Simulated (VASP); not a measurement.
# Zn2Cd3Se (P-4m2) in VASP: relaxation of cell and atoms with PBE

Aim: the relaxation of cell and atoms of Zn2Cd3Se with PBE.

All numbers are computed with VASP 6.6.1; they aren't measurements. Logs are shortened: lines on timing, memory, paths and dates and some standing lists are left out, and cuts for length are marked.

### Step 1. The cell of the first run

Symmetry: P-4m2, No. 115, tetragonal system. The conventional cell has a = 4.387 Å, b = 4.387 Å, c = 7.428 Å, α = 90.00°, β = 90.00°, γ = 90.00°. Within 3.6 Å of Zn (site symmetry 2mm) lie 7 Cd at 2.73 to 3.49 Å and 2 Se at 3.03 Å. Cd (site symmetry 2mm) has 2 Se at 2.87 Å and 2 Cd at 2.88 Å and 6 Zn at 3.11 to 3.93 Å within 4.0 Å. Within 3.6 Å of Cd (site symmetry -4m2) lie 4 Zn at 2.73 Å and 4 Cd at 2.88 Å. Se (site symmetry -4m2) has 4 Cd at 2.87 Å and 4 Zn at 3.03 Å within 3.8 Å.

### Step 2. Relaxation of cell and atoms, PBE

The input, INCAR:

```
ALGO = Normal
EDIFF = 1E-7
EDIFFG = -0.01
ENCUT = 600
GGA = PE
IBRION = 2
ISIF = 3
ISMEAR = 0
LASPH = True
LCHARG = False
LREAL = False
LWAVE = False
NELM = 80
NSW = 100
PREC = Accurate
SIGMA = 0.1
```

The input, KPOINTS:

```
k-points
0
Gamma
  8 8 4
```

The input, POSCAR:

```
Zn2Cd3Se
1.0
    4.3867424414      0.0000000000      0.0000000000
    0.0000000000      4.3867424414      0.0000000000
    0.0000000000      0.0000000000      7.4279884150
Zn Cd Se
2 3 1
Direct
    0.5000000000      0.0000000000      0.7192837672
    0.0000000000      0.5000000000      0.2807162328
    0.0000000000      0.5000000000      0.7510395097
    0.5000000000      0.5000000000      0.5000000000
    0.5000000000      0.0000000000      0.2489604903
    0.0000000000      0.0000000000      0.0000000000
```

Potentials or basis: VASP PAW PBE potentials, release 64 (Zn, Cd, Se).

The run is started by

```bash
> cat potpaw_PBE.64/Zn/POTCAR potpaw_PBE.64/Cd/POTCAR potpaw_PBE.64/Se/POTCAR > POTCAR
> mpirun -np 1 vasp_std > vasp.out
```

OUTCAR:

```text
EDIFF = 1E-7
   EDIFFG = -0.01
   ENCUT = 600
   GGA = PE
   IBRION = 2
   ISIF = 3
   ISMEAR = 0
   LASPH = True
   LREAL = False
   NELM = 80
   NSW = 100
   PREC = Accurate

 ion  position               nearest neighbor table
   1  0.500  0.000  0.719-   4 2.73   4 2.73   3 3.11   3 3.11   3 3.11   3 3.11
   2  0.000  0.500  0.281-   4 2.73   4 2.73   5 3.11   5 3.11   5 3.11   5 3.11
   3  0.000  0.500  0.751-   6 2.87   6 2.87   4 2.88   4 2.88   1 3.11   1 3.11   1 3.11   1 3.11

   4  0.500  0.500  0.500-   1 2.73   2 2.73   1 2.73   2 2.73   3 2.88   5 2.88   5 2.88   3 2.88

   5  0.500  0.000  0.249-   6 2.87   6 2.87   4 2.88   4 2.88   2 3.11   2 3.11   2 3.11   2 3.11

   6  0.000  0.000  0.000-   3 2.87   5 2.87   3 2.87   5 2.87

  LATTYP: Found a simple tetragonal cell.
 ALAT       =     4.3867424414
 C/A-ratio  =     1.6932811794

  Lattice vectors:

 A1 = (   4.3867424414,   0.0000000000,   0.0000000000)
 A2 = (   0.0000000000,   4.3867424414,   0.0000000000)
 A3 = (   0.0000000000,   0.0000000000,   7.4279884150)

Analysis of symmetry for initial positions (statically):
=====================================================================
 Subroutine PRICEL returns:
 Original cell was already a primitive cell.

 Routine SETGRP: Setting up the symmetry group for a
 simple tetragonal supercell.

 Subroutine GETGRP returns: Found  8 space group operations
 (whereof  8 operations were pure point group operations)
 out of a pool of 16 trial point group operations.

The static configuration has the point symmetry D_2d.

Analysis of symmetry for dynamics (positions and initial velocities):
=====================================================================
 Subroutine PRICEL returns:
 Original cell was already a primitive cell.

 Routine SETGRP: Setting up the symmetry group for a
 simple tetragonal supercell.

 Subroutine GETGRP returns: Found  8 space group operations
 (whereof  8 operations were pure point group operations)
 out of a pool of 16 trial point group operations.

The dynamic configuration has the point symmetry D_2d.

 Subroutine INISYM returns: Found  8 space group operations
 (whereof  8 operations are pure point group operations),
 and found     1 'primitive' translations

----------------------------------------------------------------------------------------

                                     Primitive cell

  volume of cell :     142.9406

  direct lattice vectors                    reciprocal lattice vectors
     4.386742441  0.000000000  0.000000000     0.227959588  0.000000000  0.000000000
     0.000000000  4.386742441  0.000000000     0.000000000  0.227959588  0.000000000
     0.000000000  0.000000000  7.427988415     0.000000000  0.000000000  0.134625950

  length of vectors
     4.386742441  4.386742441  7.427988415     0.227959588  0.227959588  0.134625950

  position of ions in fractional coordinates (direct lattice)
     0.500000000  0.000000000  0.719283767
     0.000000000  0.500000000  0.280716233
     0.000000000  0.500000000  0.751039510
     0.500000000  0.500000000  0.500000000
     0.500000000  0.000000000  0.248960490
     0.000000000  0.000000000  0.000000000

  ion indices of the primitive-cell ions
   primitive index   ion index
                 1           1
                 2           2
                 3           3
                 4           4
                 5           5
                 6           6

----------------------------------------------------------------------------------------

 KPOINTS: k-points

Automatic generation of k-mesh.
 Grid dimensions read from file:
 generate k-points for:    8    8    4

 Generating k-lattice:

  Cartesian coordinates                     Fractional coordinates (reciprocal lattice)
     0.028494949  0.000000000  0.000000000     0.125000000  0.000000000  0.000000000
     0.000000000  0.028494949  0.000000000     0.000000000  0.125000000  0.000000000
     0.000000000  0.000000000  0.033656488     0.000000000  0.000000000  0.250000000

  Length of vectors
     0.028494949  0.028494949  0.033656488

  Shift w.r.t. Gamma in fractional coordinates (k-lattice)
     0.000000000  0.000000000  0.000000000

 Subroutine IBZKPT returns following result:
 ===========================================

 Found     45 irreducible k-points:

 Following reciprocal coordinates:
            Coordinates               Weight
  0.000000  0.000000  0.000000      1.000000
  0.125000  0.000000  0.000000      4.000000
  0.250000  0.000000  0.000000      4.000000
  0.375000  0.000000  0.000000      4.000000
  0.500000  0.000000  0.000000      2.000000
  0.125000  0.125000  0.000000      4.000000
[... 16 lines left out ...]
  0.375000  0.125000  0.250000     16.000000
  0.500000  0.125000  0.250000      8.000000
 [... further k-points ...]
   k-points           NKPTS =     45   k-points in BZ     NKDIM =     45   number of bands    NBANDS=     39
   number of dos      NEDOS =    301   number of ions     NIONS =      6
   total plane-waves  NPLWV =  77760
   dimension x,y,z NGX =    36 NGY =   36 NGZ =   60
   dimension x,y,z NGXF=    72 NGYF=   72 NGZF=  120
   ions per type =               2   3   1
   NGX,Y,Z   is equivalent  to a cutoff of  13.64, 13.64, 13.43 a.u.
   NGXF,Y,Z  is equivalent  to a cutoff of  27.29, 27.29, 26.86 a.u.
 SYSTEM =  unknown system
   PREC   = accura    normal or accurate (medium, high low for compatibility)
   ISTART =      0    job   : 0-new  1-cont  2-samecut
   ICHARG =      2    charge: 1-file 2-atom 10-const
   ISPIN  =      1    spin polarized calculation?
   LNONCOLLINEAR =      F non collinear calculations
   LSORBIT =      F    spin-orbit coupling
   LASPH  =      T    aspherical Exc in radial PAW
   ENCUT  =  600.0 eV  44.10 Ry    6.64 a.u.   8.76  8.76 14.84*2*pi/ulx,y,z
   NELM   =     80;   NELMIN=  2; NELMDL= -5     # of ELM steps
   EDIFF  = 0.1E-06   stopping-criterion for ELM
   LREAL  =      F    real-space projection
   EDIFFG = -.1E-01   stopping-criterion for IOM
   NSW    =    100    number of steps for IOM
   IBRION =      2    ionic relax: 0-MD 1-quasi-New 2-CG
   NFREE  =      1    steps in history (QN), initial steepest desc. (CG)
   ISIF   =      3    stress and relaxation
   ISYM   =      2    0-nonsym 1-usesym 2-fastsym
   POTIM  = 0.5000    time-step for ionic-motion
   TEBEG  =    0.0;   TEEND  =   0.0 temperature during run
   PSTRESS=    0.0 pullay stress
   NELECT =      66.0000    total number of electrons
   NUPDOWN=      -1.0000    fix difference up-down
   EMIN   =  10.00;   EMAX   =-10.00  energy-range for DOS
   EFERMI =   0.00;   METHOD = LEGACY
   ISMEAR =     0;   SIGMA  =   0.10  broadening in eV -4-tet -1-fermi 0-gaus
   EFERMI_NEDOS =   21; number of points for ismear=-14 and -15
   IALGO  =     38    algorithm
   IMIX   =      4    mixing-type and parameters
     AMIX     =   0.40;   BMIX     =  1.00
     AMIX_MAG =   1.60;   BMIX_MAG =  1.00
  volume/ion in A,a.u.               =      23.82       160.77
  Fermi-wavevector in a.u.,A,eV,Ry     =   1.265331  2.391130 21.783795  1.601064
  Thomas-Fermi vector in A             =   2.398590
   LORBIT       =      0    0 simple, 1 ext, 2 COOP (PROOUT), +10 PAW based schemes
   GGA     = PE    functional components
   LHFCALC =     F    Hartree Fock is set to
   AEXX    =    0.0000 exact exchange contribution
   IVDW    =     0    specifies the selected vdW correction
   LEPSILON=     F    determine dielectric tensor
   LRPA    =     F    only Hartree local field effects (RPA)
 conjugate gradient relaxation of ions
 non-spin polarized calculation
 Gauss-broadening in eV      SIGMA  =   0.10
  energy-cutoff  :      600.00
  volume of cell :      142.94
 maximum number of plane-waves:      4802
 NGX is ok and might be reduce to    36
   NGX = 17   NGY = 17   NGZ = 29

--------------------------------------- Ionic step        1  -------------------------------------------

 number of electron      65.9999983 magnetization

 Free energy of the ion-electron system (eV)
  ---------------------------------------------------
  ext. energy  EPLUGINS =         0.00000000
  ---------------------------------------------------
  free energy    TOTEN  =        -7.85553281 eV

  energy without entropy =       -7.84736643  energy(sigma->0) =       -7.85144962

------------------------ aborting loop because EDIFF is reached ----------------------------------------

  FORCE on cell =-STRESS in cart. coord.  units (eV):
  Direction    XX          YY          ZZ          XY          YZ          ZX
  --------------------------------------------------------------------------------------
  -------------------------------------------------------------------------------------
  Total        0.1717841      0.1717841      1.8341701      0.0000000      0.0000000      0.0000000
  in kB        1.9254761      1.9254761     20.5586551      0.0000000      0.0000000      0.0000000
  external PRESSURE =       8.1365358 kB  Pullay stress =       0.0000000 kB
[... 101 lines left out ...]
  FREE ENERGIE OF THE ION-ELECTRON SYSTEM (eV)
  ---------------------------------------------------
  free  energy   TOTEN  =        -7.8869878904 eV

  energy  without entropy=       -7.8799766847  energy(sigma->0) =       -7.88348229

[... ionic steps 4 to 10 ...]

--------------------------------------- Ionic step       11  -------------------------------------------

 number of electron      65.9999988 magnetization

------------------------ aborting loop because EDIFF is reached ----------------------------------------

  FORCE on cell =-STRESS in cart. coord.  units (eV):
  Direction    XX          YY          ZZ          XY          YZ          ZX
  --------------------------------------------------------------------------------------
  -------------------------------------------------------------------------------------
  Total       -0.0976945     -0.0976945      0.1280864      0.0000000      0.0000000     -0.0000000
  in kB       -1.0880974     -1.0880974      1.4265954      0.0000000      0.0000000     -0.0000000
  external PRESSURE =      -0.2498665 kB  Pullay stress =       0.0000000 kB
[... 65 lines left out ...]
  energy  without entropy=       -7.9276664603  energy(sigma->0) =       -7.92981599

--------------------------------------- Ionic step       13  -------------------------------------------

 number of electron      66.0000001 magnetization

 Free energy of the ion-electron system (eV)
  ---------------------------------------------------
  ext. energy  EPLUGINS =         0.00000000
  ---------------------------------------------------
  free energy    TOTEN  =        -7.93240116 eV

  energy without entropy =       -7.92796243  energy(sigma->0) =       -7.93018179

 E-fermi :   2.0289     XC(G=0):  -9.7917

 val. band max:        1.9490463073   @ k =   0.5000   0.3750   0.0000
 cond. band min:       2.0729224414   @ k =   0.5000   0.5000   0.2500
 fundamental gap:      0.1238761341
 Fermi energy:         2.0288727860

 k-point     1 :       0.0000    0.0000    0.0000
  band No.  band energies     occupation
      1     -11.4957      2.00000
      2      -7.3729      2.00000
      3      -7.3706      2.00000
      4      -7.3706      2.00000
      5      -7.2882      2.00000
      6      -7.0679      2.00000
[... 997 lines left out ...]
     38       5.4850      0.00000
     39       5.8100      0.00000

 [... further k-points ...]
[... 5 lines left out ...]
  --------------------------------------------------------------------------------------
  -------------------------------------------------------------------------------------
  Total       -0.0497351     -0.0497351      0.0055688      0.0000000      0.0000000      0.0000000
  in kB       -0.5543074     -0.5543074      0.0620655      0.0000000      0.0000000      0.0000000
  external PRESSURE =      -0.3488497 kB  Pullay stress =       0.0000000 kB
[... 21 lines left out ...]
  FREE ENERGIE OF THE ION-ELECTRON SYSTEM (eV)
  ---------------------------------------------------
  free  energy   TOTEN  =        -7.9324011551 eV

  energy  without entropy=       -7.9279624300  energy(sigma->0) =       -7.93018179

 reached required accuracy - stopping structural energy minimisation
```

It took 21 min on 1 thread of Intel Xeon 6975P-C (Granite Rapids), shared host; peak memory 0.47 GiB.

Results:

```yaml
Free_energy: -7.9324 eV
Relaxed_volume: 23.96 Å³/atom
Relaxed_cell: a = 4.274 Å, b = 4.274 Å, c = 7.869 Å, α = 90.00°, β = 90.00°, γ = 90.00°
Space_group_after_relaxing_to_0.1_Å: P-4m2 (No. 115)
Energy_gained_by_relaxing: 12.8 meV/atom
Ionic_steps: 13
Pressure_after_relaxing: 0.0 GPa
Largest_force_after_relaxing: 0.006 eV/Å
Band_gap_on_the_k_mesh: zero (bands 33 and 34 overlap by 2.37 eV)
```

Forces in eV/Å, atoms in the order of the input:
```
Zn   0.000  0.000  0.006
Zn   0.000  0.000 -0.006
Cd   0.000  0.000  0.001
Cd   0.000  0.000  0.000
Cd   0.000  0.000 -0.001
Se   0.000  0.000  0.000
```

Step by step:
```csv
step,energy change (eV),largest force (eV/Å),pressure (GPa),volume (Å³)
1,0.0000,0.1717,0.81,142.94
2,-0.0234,0.1434,0.02,145.45
3,-0.0315,0.1107,-0.83,148.36
4,-0.0506,0.0941,-0.74,147.50
5,-0.0708,0.0531,-0.50,145.62
6,-0.0711,0.0477,-0.47,145.39
7,-0.0739,0.0542,0.19,143.20
8,-0.0741,0.0528,0.04,143.67
9,-0.0746,0.0475,0.03,143.69
10,-0.0758,0.0314,0.01,143.75
11,-0.0763,0.0054,-0.02,143.85
12,-0.0764,0.0099,-0.01,143.82
13,-0.0769,0.0060,-0.03,143.76
```

Final structure:
```cif
data_structure
_symmetry_space_group_name_H-M 'P 1'
_symmetry_Int_Tables_number 1
_cell_length_a 4.2742
_cell_length_b 4.2742
_cell_length_c 7.8688
_cell_angle_alpha 90.000
_cell_angle_beta 90.000
_cell_angle_gamma 90.000
_cell_volume 143.76
loop_
_atom_site_label
_atom_site_type_symbol
_atom_site_fract_x
_atom_site_fract_y
_atom_site_fract_z
_atom_site_occupancy
Zn1 Zn 0.50000 0.00000 0.73177 1
Zn2 Zn 0.00000 0.50000 0.26823 1
Cd1 Cd 0.00000 0.50000 0.75263 1
Cd2 Cd 0.50000 0.50000 0.50000 1
Cd3 Cd 0.50000 0.00000 0.24737 1
Se1 Se 0.00000 0.00000 0.00000 1
```

Levels at points of the mesh, in eV from the Fermi level:
```tsv
k point	band 31	band 32	band 33	band 34	band 35	band 36
(0.00, 0.00, 0.00)	-1.45	-0.95	1.13	1.70	1.70	2.26
(0.50, 0.00, 0.00)	-3.58	-2.06	0.59	1.24	2.63	2.96
(0.50, 0.50, 0.00)	-2.18	-2.18	-1.50	-1.24	-1.24	-0.26
(0.00, 0.00, 0.50)	-2.40	0.78	0.78	1.30	1.37	1.92
(0.50, 0.00, 0.50)	-2.05	-1.83	-1.49	0.40	2.86	3.10
(0.50, 0.50, 0.50)	-3.08	-3.08	-1.92	0.49	0.82	0.82
```
